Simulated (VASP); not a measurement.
# ZnCu (Pm-3m) in VASP: further runs

ZnCu is run at these levels: LDA, PBE; tasks: relaxation of cell and atoms.

Everything below comes from runs of VASP 6.6.1. Logs are shortened: lines on timing, memory, paths and dates and some standing lists are left out, and cuts for length are marked.

**1. The cell of the first run**

The structure is cubic, space group Pm-3m (No. 221). The conventional cell has a = 2.945 Å, b = 2.945 Å, c = 2.945 Å, α = 90.00°, β = 90.00°, γ = 90.00°. Zn (site symmetry m-3m) has 8 Cu at 2.55 Å and 6 Zn at 2.94 Å within 3.4 Å. Within 3.4 Å of Cu (site symmetry m-3m) lie 8 Zn at 2.55 Å and 6 Cu at 2.94 Å.

**2. Relaxation of cell and atoms, LDA**

The input, INCAR:

```
SYSTEM = ZnCu
  ALGO = Normal
  EDIFF = 1E-7
  EDIFFG = -0.01
  ENCUT = 600
  GGA = CA
  IBRION = 2
  ISIF = 3
  ISMEAR = -1
  LASPH = .TRUE.
  LCHARG = .FALSE.
  LREAL = .FALSE.
  LWAVE = .FALSE.
  NELM = 60
  NSW = 60
  PREC = Accurate
  SIGMA = 0.05
```

The input, KPOINTS:

```
k-points
0
G
  9 9 9
  0 0 0
```

The input, POSCAR:

```
ZnCu
1.0
    2.9450000000      0.0000000000      0.0000000000
    0.0000000000      2.9450000000      0.0000000000
    0.0000000000      0.0000000000      2.9450000000
Zn Cu
1 1
Direct
    0.5000000000      0.5000000000      0.5000000000
    0.0000000000      0.0000000000      0.0000000000
```

Potentials or basis: VASP PAW LDA potentials, release 64 (Zn, Cu).

Launch:

```sh
cat potpaw_LDA.64/Zn/POTCAR potpaw_LDA.64/Cu/POTCAR > POTCAR
mpirun -np 1 vasp_std > vasp.out
```

OUTCAR:

```text
SYSTEM = ZnCu
   EDIFF = 1E-7
   EDIFFG = -0.01
   ENCUT = 600
   GGA = CA
   IBRION = 2
   ISIF = 3
   ISMEAR = -1
   LASPH = .TRUE.
   LREAL = .FALSE.
   NELM = 60
   NSW = 60
   PREC = Accurate

 ion  position               nearest neighbor table
   1  0.500  0.500  0.500-   2 2.55   2 2.55   2 2.55   2 2.55   2 2.55   2 2.55   2 2.55   2 2.55

   2  0.000  0.000  0.000-   1 2.55   1 2.55   1 2.55   1 2.55   1 2.55   1 2.55   1 2.55   1 2.55

  LATTYP: Found a simple cubic cell.
 ALAT       =     2.9450000000

  Lattice vectors:

 A1 = (   2.9450000000,   0.0000000000,   0.0000000000)
 A2 = (   0.0000000000,   2.9450000000,   0.0000000000)
 A3 = (   0.0000000000,   0.0000000000,   2.9450000000)

Analysis of symmetry for initial positions (statically):
=====================================================================
 Subroutine PRICEL returns:
 Original cell was already a primitive cell.

 Routine SETGRP: Setting up the symmetry group for a
 simple cubic supercell.

 Subroutine GETGRP returns: Found 48 space group operations
 (whereof 48 operations were pure point group operations)
 out of a pool of 48 trial point group operations.

The static configuration has the point symmetry O_h .

Analysis of symmetry for dynamics (positions and initial velocities):
=====================================================================
 Subroutine PRICEL returns:
 Original cell was already a primitive cell.

 Routine SETGRP: Setting up the symmetry group for a
 simple cubic supercell.

 Subroutine GETGRP returns: Found 48 space group operations
 (whereof 48 operations were pure point group operations)
 out of a pool of 48 trial point group operations.

The dynamic configuration has the point symmetry O_h .

 Subroutine INISYM returns: Found 48 space group operations
 (whereof 48 operations are pure point group operations),
 and found     1 'primitive' translations

----------------------------------------------------------------------------------------

                                     Primitive cell

  volume of cell :      25.5421

  direct lattice vectors                    reciprocal lattice vectors
     2.945000000  0.000000000  0.000000000     0.339558574  0.000000000  0.000000000
     0.000000000  2.945000000  0.000000000     0.000000000  0.339558574  0.000000000
     0.000000000  0.000000000  2.945000000     0.000000000  0.000000000  0.339558574

  length of vectors
     2.945000000  2.945000000  2.945000000     0.339558574  0.339558574  0.339558574

  position of ions in fractional coordinates (direct lattice)
     0.500000000  0.500000000  0.500000000
     0.000000000  0.000000000  0.000000000

  ion indices of the primitive-cell ions
   primitive index   ion index
                 1           1
                 2           2

----------------------------------------------------------------------------------------

 KPOINTS: k-points

Automatic generation of k-mesh.
 Grid dimensions read from file:
 generate k-points for:    9    9    9

 Generating k-lattice:

  Cartesian coordinates                     Fractional coordinates (reciprocal lattice)
     0.037728730  0.000000000  0.000000000     0.111111111  0.000000000  0.000000000
     0.000000000  0.037728730  0.000000000     0.000000000  0.111111111  0.000000000
     0.000000000  0.000000000  0.037728730     0.000000000  0.000000000  0.111111111

  Length of vectors
     0.037728730  0.037728730  0.037728730

  Shift w.r.t. Gamma in fractional coordinates (k-lattice)
     0.000000000  0.000000000  0.000000000

 Subroutine IBZKPT returns following result:
 ===========================================

 Found     35 irreducible k-points:

 Following reciprocal coordinates:
            Coordinates               Weight
  0.000000  0.000000  0.000000      1.000000
  0.111111  0.000000  0.000000      6.000000
  0.222222  0.000000  0.000000      6.000000
  0.333333  0.000000  0.000000      6.000000
  0.444444  0.000000  0.000000      6.000000
  0.111111  0.111111  0.000000     12.000000
[... 16 lines left out ...]
  0.333333  0.333333  0.111111     24.000000
  0.444444  0.333333  0.111111     48.000000
 [... further k-points ...]
   k-points           NKPTS =     35   k-points in BZ     NKDIM =     35   number of bands    NBANDS=     15
   number of dos      NEDOS =    301   number of ions     NIONS =      2
   total plane-waves  NPLWV =  13824
   dimension x,y,z NGX =    24 NGY =   24 NGZ =   24
   dimension x,y,z NGXF=    48 NGYF=   48 NGZF=   48
   ions per type =               1   1
   NGX,Y,Z   is equivalent  to a cutoff of  13.55, 13.55, 13.55 a.u.
   NGXF,Y,Z  is equivalent  to a cutoff of  27.10, 27.10, 27.10 a.u.
 SYSTEM =  ZnCu
   PREC   = accura    normal or accurate (medium, high low for compatibility)
   ISTART =      0    job   : 0-new  1-cont  2-samecut
   ICHARG =      2    charge: 1-file 2-atom 10-const
   ISPIN  =      1    spin polarized calculation?
   LNONCOLLINEAR =      F non collinear calculations
   LSORBIT =      F    spin-orbit coupling
   LASPH  =      T    aspherical Exc in radial PAW
   ENCUT  =  600.0 eV  44.10 Ry    6.64 a.u.   5.88  5.88  5.88*2*pi/ulx,y,z
   NELM   =     60;   NELMIN=  2; NELMDL= -5     # of ELM steps
   EDIFF  = 0.1E-06   stopping-criterion for ELM
   LREAL  =      F    real-space projection
   EDIFFG = -.1E-01   stopping-criterion for IOM
   NSW    =     60    number of steps for IOM
   IBRION =      2    ionic relax: 0-MD 1-quasi-New 2-CG
   NFREE  =      1    steps in history (QN), initial steepest desc. (CG)
   ISIF   =      3    stress and relaxation
   ISYM   =      2    0-nonsym 1-usesym 2-fastsym
   POTIM  = 0.5000    time-step for ionic-motion
   TEBEG  =    0.0;   TEEND  =   0.0 temperature during run
   PSTRESS=    0.0 pullay stress
   NELECT =      23.0000    total number of electrons
   NUPDOWN=      -1.0000    fix difference up-down
   EMIN   =  10.00;   EMAX   =-10.00  energy-range for DOS
   EFERMI =   0.00;   METHOD = LEGACY
   ISMEAR =    -1;   SIGMA  =   0.05  broadening in eV -4-tet -1-fermi 0-gaus
   EFERMI_NEDOS =   21; number of points for ismear=-14 and -15
   IALGO  =     38    algorithm
   IMIX   =      4    mixing-type and parameters
     AMIX     =   0.40;   BMIX     =  1.00
     AMIX_MAG =   1.60;   BMIX_MAG =  1.00
  volume/ion in A,a.u.               =      12.77        86.18
  Fermi-wavevector in a.u.,A,eV,Ry     =   1.580880  2.987429 34.003415  2.499180
  Thomas-Fermi vector in A             =   2.681040
   LORBIT       =      0    0 simple, 1 ext, 2 COOP (PROOUT), +10 PAW based schemes
   GGA     = CA    functional components
   LHFCALC =     F    Hartree Fock is set to
   AEXX    =    0.0000 exact exchange contribution
   IVDW    =     0    specifies the selected vdW correction
   LEPSILON=     F    determine dielectric tensor
   LRPA    =     F    only Hartree local field effects (RPA)
 conjugate gradient relaxation of ions
 non-spin polarized calculation
  energy-cutoff  :      600.00
  volume of cell :       25.54
 maximum number of plane-waves:       870
 NGX is ok and might be reduce to    24
   NGX = 11   NGY = 11   NGZ = 11

--------------------------------------- Ionic step        1  -------------------------------------------

 number of electron      23.0000000 magnetization

 Free energy of the ion-electron system (eV)
  ---------------------------------------------------
  ext. energy  EPLUGINS =         0.00000000
  ---------------------------------------------------
  free energy    TOTEN  =        -6.73007600 eV

  energy without entropy =       -6.72583957  energy(sigma->0) =       -6.72795778

------------------------ aborting loop because EDIFF is reached ----------------------------------------

  FORCE on cell =-STRESS in cart. coord.  units (eV):
  Direction    XX          YY          ZZ          XY          YZ          ZX
  --------------------------------------------------------------------------------------
  -------------------------------------------------------------------------------------
  Total       -1.4010457     -1.4010457     -1.4010457      0.0000000      0.0000000     -0.0000000
  in kB      -87.8834295    -87.8834295    -87.8834295      0.0000000      0.0000000     -0.0000000
  external PRESSURE =     -87.8834295 kB  Pullay stress =       0.0000000 kB
[... 57 lines left out ...]
  energy  without entropy=       -6.7644513446  energy(sigma->0) =       -6.76629468

--------------------------------------- Ionic step        3  -------------------------------------------

 number of electron      22.9999979 magnetization

 Free energy of the ion-electron system (eV)
  ---------------------------------------------------
  ext. energy  EPLUGINS =         0.00000000
  ---------------------------------------------------
  free energy    TOTEN  =        -6.78101632 eV

  energy without entropy =       -6.77726562  energy(sigma->0) =       -6.77914097

 E-fermi :   6.0761     XC(G=0): -13.1616

 val. band max:        5.9664562523   @ k =   0.3333   0.3333   0.0000
 cond. band min:       6.1829635881   @ k =   0.4444   0.4444   0.2222
 fundamental gap:      0.2165073358
 Fermi energy:         6.0761478611

 k-point     1 :       0.0000    0.0000    0.0000
  band No.  band energies     occupation
      1      -4.8844      2.00000
      2      -2.1513      2.00000
      3      -2.1513      2.00000
      4      -1.3445      2.00000
      5      -1.3445      2.00000
      6      -1.3445      2.00000
      7       2.1901      2.00000
      8       2.1901      2.00000
      9       3.1043      2.00000
     10       3.1043      2.00000
     11       3.1043      2.00000
     12      12.4322      0.00000
     13      12.4322      0.00000
     14      12.4322      0.00000
     15      17.8487      0.00000
[... 397 lines left out ...]
 k-point    24 :       0.4444    0.3333    0.1111
  band No.  band energies     occupation
      1      -2.2149      2.00000
      2      -1.9085      2.00000
      3      -1.6689      2.00000
      4      -1.6033      2.00000
      5      -1.2434      2.00000
      6       0.6577      2.00000
      7       1.8514      2.00000
      8       2.4427      2.00000
      9       2.5597      2.00000
     10       3.0278      2.00000
     11       3.5279      2.00000
     12       4.8273      2.00000
     13       9.5046      0.00000
     14      11.4149      0.00000
     15      16.6987      0.00000

 [... further k-points ...]
[... 5 lines left out ...]
  --------------------------------------------------------------------------------------
  -------------------------------------------------------------------------------------
  Total        0.0064177      0.0064177      0.0064177      0.0000000     -0.0000000      0.0000000
  in kB        0.4316960      0.4316960      0.4316960      0.0000000     -0.0000000      0.0000000
  external PRESSURE =       0.4316960 kB  Pullay stress =       0.0000000 kB
[... 17 lines left out ...]
  FREE ENERGIE OF THE ION-ELECTRON SYSTEM (eV)
  ---------------------------------------------------
  free  energy   TOTEN  =        -6.7810163181 eV

  energy  without entropy=       -6.7772656242  energy(sigma->0) =       -6.77914097

 reached required accuracy - stopping structural energy minimisation
```

It took 12 s on 1 thread of Intel Xeon 6975P-C (Granite Rapids), shared host; peak memory 0.14 GiB.

What came out:

| Item | Value |
| --- | --- |
| Free energy | -6.7810 eV |
| Relaxed volume | 11.91 Å³/atom |
| Relaxed cell | a = 2.877 Å, b = 2.877 Å, c = 2.877 Å, α = 90.00°, β = 90.00°, γ = 90.00° |
| Space group after relaxing (to 0.1 Å) | Pm-3m (No. 221) |
| Energy gained by relaxing | 25.5 meV/atom |
| Ionic steps | 3 |
| Pressure after relaxing | 0.0 GPa |
| Band gap on the k mesh | zero (an odd number of electrons rules out a gap without spin polarisation) |

The path:
| step | energy change (eV) | largest force (eV/Å) | pressure (GPa) | volume (Å³) |
| --- | --- | --- | --- | --- |
| 1 | 0.0000 | 0.0000 | -8.79 | 25.54 |
| 2 | -0.0381 | 0.0000 | 5.42 | 23.04 |
| 3 | -0.0509 | 0.0000 | 0.04 | 23.82 |

Final structure:
```
CELL_PARAMETERS angstrom
2.87721 0.00000 0.00000
0.00000 2.87721 0.00000
0.00000 0.00000 2.87721
ATOMIC_POSITIONS crystal
Zn 0.50000 0.50000 0.50000
Cu 0.00000 0.00000 0.00000
```

Levels at points of the mesh, in eV from the Fermi level:
```csv
k point,band 8,band 9,band 10,band 11,band 12,band 13,band 14,band 15
"(0.00, 0.00, 0.00)",-3.89,-2.97,-2.97,-2.97,6.36,6.36,6.36,11.77
```

**3. Relaxation of cell and atoms, PBE**

The input, INCAR:

```
SYSTEM = ZnCu
ALGO = Normal ; EDIFF = 1E-6
EDIFFG = -0.01 ; ENCUT = 600
GGA = PE ; IBRION = 2
ISIF = 3 ; ISMEAR = -1
LASPH = .True. ; LCHARG = .False.
LREAL = .False. ; LWAVE = .False.
NELM = 100 ; NSW = 60
PREC = Accurate ; SIGMA = 0.05
```

The input, KPOINTS:

```
k-points
0
Gamma
  9 9 9
  0 0 0
```

POSCAR is that of step 2.

Potentials or basis: VASP PAW PBE potentials, release 64 (Zn, Cu).

Launch:

```sh
cat potpaw_PBE.64/Zn/POTCAR potpaw_PBE.64/Cu/POTCAR > POTCAR
mpirun -np 1 vasp_std > vasp.out
```

Run time: 13 s. Hardware: 1 thread of Intel Xeon 6975P-C (Granite Rapids), shared host; peak memory 0.15 GiB.

It converged, with:

```
Free energy                           : -5.0024 eV
Relaxed volume                        : 13.10 Å³/atom
Relaxed cell                          : a = 2.970 Å, b = 2.970 Å, c = 2.970 Å, α = 90.00°, β = 90.00°, γ = 90.00°
Space group after relaxing (to 0.1 Å) : Pm-3m (No. 221)
Energy gained by relaxing             : 3.2 meV/atom
Ionic steps                           : 3
Pressure after relaxing               : 0.0 GPa
Band gap on the k mesh                : zero (an odd number of electrons rules out a gap without spin polarisation)
```

The path:
| step | energy change (eV) | largest force (eV/Å) | pressure (GPa) | volume (Å³) |
| --- | --- | --- | --- | --- |
| 1 | 0.0000 | 0.0000 | 3.16 | 25.54 |
| 2 | -0.0053 | 0.0000 | -1.13 | 26.49 |
| 3 | -0.0063 | 0.0000 | 0.04 | 26.21 |

Final structure:
```
Zn Cu
1.0
     2.97032    0.00000    0.00000
     0.00000    2.97032    0.00000
     0.00000    0.00000    2.97032
Zn Cu
1 1
Direct
  0.50000 0.50000 0.50000
  0.00000 0.00000 0.00000
```

Levels at points of the mesh, in eV from the Fermi level:
```csv
k point,band 8,band 9,band 10,band 11,band 12,band 13,band 14,band 15
"(0.00, 0.00, 0.00)",-3.57,-2.76,-2.76,-2.76,6.07,6.07,6.07,11.03
```
